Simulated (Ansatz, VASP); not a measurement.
**One calculation of ZnS, two programs**

Contents of POSCAR:

```
ZnS
1.0
    0.0000000000      2.6370337500      2.7046500000
    2.7722662500      0.0000000000      2.7046500000
    2.7722662500      2.6370337500      0.0000000000
Zn S
1 1
Direct
    0.0000000000      0.0000000000      0.0000000000
    0.7500000000      0.7500000000      0.7500000000
```

The input INCAR.step1:

```
PREC     = Accurate       # precision mode
ENCUT    = 520            # plane-wave cutoff, eV
ISMEAR   = 0              # smearing method
SIGMA    = 0.05           # smearing width, eV
LREAL    = F              # projectors in reciprocal space
LASPH    = T              # aspherical terms in the spheres
NELM     = 100            # most SCF steps
NBANDS   = 16             # bands
GGA      = PE             # functional
ALGO     = Normal         # electronic algorithm
EDIFF    = 1E-4           # SCF threshold, eV
LWAVE    = T              # write WAVECAR
LCHARG   = F              # write CHGCAR
```

INCAR.step2

```
PREC     = Accurate       # precision mode
ENCUT    = 520            # plane-wave cutoff, eV
EDIFF    = 1E-6           # SCF threshold, eV
ISMEAR   = 0              # smearing method
SIGMA    = 0.05           # smearing width, eV
LREAL    = F              # projectors in reciprocal space
LASPH    = T              # aspherical terms in the spheres
NELM     = 100            # most SCF steps
ALGO     = Normal         # electronic algorithm
ISIF     = 2              # what is computed and relaxed
LWAVE    = F              # write WAVECAR
LCHARG   = F              # write CHGCAR
METAGGA  = R2SCAN         # meta-GGA
LMIXTAU  = T            
NBANDS   = 16             # bands
ISTART   = 1
```

File KPOINTS:

```
regular mesh
0
Gamma
  8 8 8
```

Input for Ansatz:

```yaml
crystal:
  lattice:
    - [0.0, 2.63703375, 2.70465]
    - [2.77226625, 0.0, 2.70465]
    - [2.77226625, 2.63703375, 0.0]
  atoms:
    - { symbol: Zn, position: [0.0, 0.0, 0.0] }
    - { symbol: S, position: [0.75, 0.75, 0.75] }
basis:
  ecutwfc: 500
kpoints:
  mp_grid: { grid: [8, 8, 8] }
hamiltonian:
  xc: r2scan
scf:
  occupations: { method: gaussian, width: 0.05 }
output:
  forces: true
  stress: true
  eigenvalues: true
```

Change from the starting cell: strain +0.0250 x Voigt [1, -1, 0, 0, 0, 0], atoms carried along.

Alike in both runs: task single point; functional r2SCAN; k mesh 8 × 8 × 8; occupations gaussian, width 0.05 eV; no spin polarisation.

```csv
,VASP,Ansatz
version,VASP 6.6.1,Ansatz 0.2.0
potentials or method,"VASP PAW PBE potentials, release 64 (Zn, S), cutoff 520 eV","scalar-relativistic, plane waves, PAW"
valence electrons in the cell,18,18
```

```tsv
	VASP	Ansatz	Ansatz less VASP
gap on the k mesh at the Fermi level (eV)	2.57	2.56	-0.010
least direct gap on the mesh (eV)	2.57	2.56	-0.010
pressure (GPa)	-0.8	-0.9	-0.03
traceless stress, the component that is largest in VASP (GPa)	-1.17	-1.14	+0.026
```

VASP's potentials were made for PBE, not for r2SCAN. The functional is the same, so the differences come from potentials, cutoffs and numerics.
